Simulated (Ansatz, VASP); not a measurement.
Two plane-wave programs on BiSb2Se

The input INCAR:

```
SYSTEM = BiSb2Se
PREC = Accurate
ENCUT = 520
EDIFF = 1E-6
ISMEAR = 0
SIGMA = 0.1
LREAL = .FALSE.
LASPH = .TRUE.
NELM = 60
ALGO = Normal
ISIF = 2
LWAVE = .FALSE.
LCHARG = .FALSE.
GGA = PE
NBANDS = 24
```

File KPOINTS:

```
Automatic mesh
0
G
  4 4 4
  0 0 0
```

File POSCAR:

```
BiSb2Se
1.0
    4.8053349800      0.0000000000      0.0000000000
    0.0000000000      4.8053349800      0.0000000000
    0.0000000000      0.0000000000      4.8195899600
Sb Bi Se
2 1 1
Direct
    0.5000000000      0.0000000000      0.5000000000
    0.0000000000      0.5000000000      0.5000000000
    0.0000000000      0.0000000000      0.0000000000
    0.5000000000      0.5000000000      0.0000000000
```

Input for Ansatz:

```yaml
crystal:
  lattice:
    - [4.80533498, 0.0, 0.0]
    - [0.0, 4.80533498, 0.0]
    - [0.0, 0.0, 4.81958996]
  atoms:
    - { symbol: Sb, position: [0.5, 0.0, 0.5] }
    - { symbol: Sb, position: [0.0, 0.5, 0.5] }
    - { symbol: Bi, position: [0.0, 0.0, 0.0] }
    - { symbol: Se, position: [0.5, 0.5, 0.0] }
basis:
  ecutwfc: 420
kpoints:
  mp_grid: { grid: [4, 4, 4] }
hamiltonian:
  xc: pbe
scf:
  occupations: { method: gaussian, width: 0.1 }
  lower_state_search: "off"
output:
  forces: true
  stress: true
  eigenvalues: true
```

Change from the starting cell: species swapped into the CePd2Pt type (P4/mmm, No. 123).

Alike in both runs: task single point; functional PBE; k mesh 4 × 4 × 4; occupations gaussian, width 0.1 eV; no spin polarisation.

|  | VASP | Ansatz |
| --- | --- | --- |
| version | VASP 6.6.1 | Ansatz 0.2.0 |
| potentials or method | VASP PAW PBE potentials, release 64 (Sb, Bi_d, Se), cutoff 520 eV | scalar-relativistic, plane waves, PAW |
| valence electrons in the cell | 31 | 61 |

|  | VASP | Ansatz | Ansatz less VASP |
| --- | --- | --- | --- |
| gap on the k mesh at the Fermi level (eV) | none | none | - |
| pressure (GPa) | -1.8 | -1.7 | +0.10 |
| traceless stress, the component that is largest in VASP (GPa) | 1.05 | 1.05 | +0.007 |

A gap of «none» marks a metal or a gap that the smearing closes. VASP's potentials hold 31 valence electrons a cell and Ansatz's 61, so a difference there can come from the potentials and not from the codes.

Neither program's run includes spin-orbit coupling.
